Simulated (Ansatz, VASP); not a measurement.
**Two plane-wave programs on CdSe**

```
Cd Se
1.0
     4.19104    0.00000    0.00000
    -2.09552    3.62954    0.00000
     0.00000    0.00000    6.66444
Cd Se
2 2
Direct
  0.66667 0.33333 0.00000
  0.33333 0.66667 0.50000
  0.66667 0.33333 0.37500
  0.33333 0.66667 0.87500
```

Change from the starting cell: strain -0.025 along x and y, -0.050 along z, atoms carried along.

Alike in both runs: task single point; functional PBE; k mesh 6 × 6 × 4; occupations gaussian, width 0.05 eV; no spin polarisation.

|  | VASP | Ansatz |
| --- | --- | --- |
| version | VASP 6.6.1 | Ansatz 0.2.0 |
| potentials or method | VASP PAW PBE potentials, release 64 (Cd, Se), cutoff 520 eV | scalar-relativistic, plane waves, PAW |
| valence electrons in the cell | 36 | 72 |

|  | VASP | Ansatz | Ansatz less VASP |
| --- | --- | --- | --- |
| gap on the k mesh at the Fermi level (eV) | 0.92 | 0.92 | -0.003 |
| least direct gap on the mesh (eV) | 0.92 | 0.92 | -0.003 |
| pressure (GPa) | 11.0 | 10.5 | -0.52 |
| traceless stress, the component that is largest in VASP (GPa) | 2.86 | 2.79 | -0.070 |
| rms of the force components (eV/Å) | 0.227 | 0.220 | -0.0067 |

Atom by atom the forces differ by 0.007 eV/Å (rms over components). VASP's potentials hold 36 valence electrons a cell and Ansatz's 72, so a difference there can come from the potentials and not from the codes.
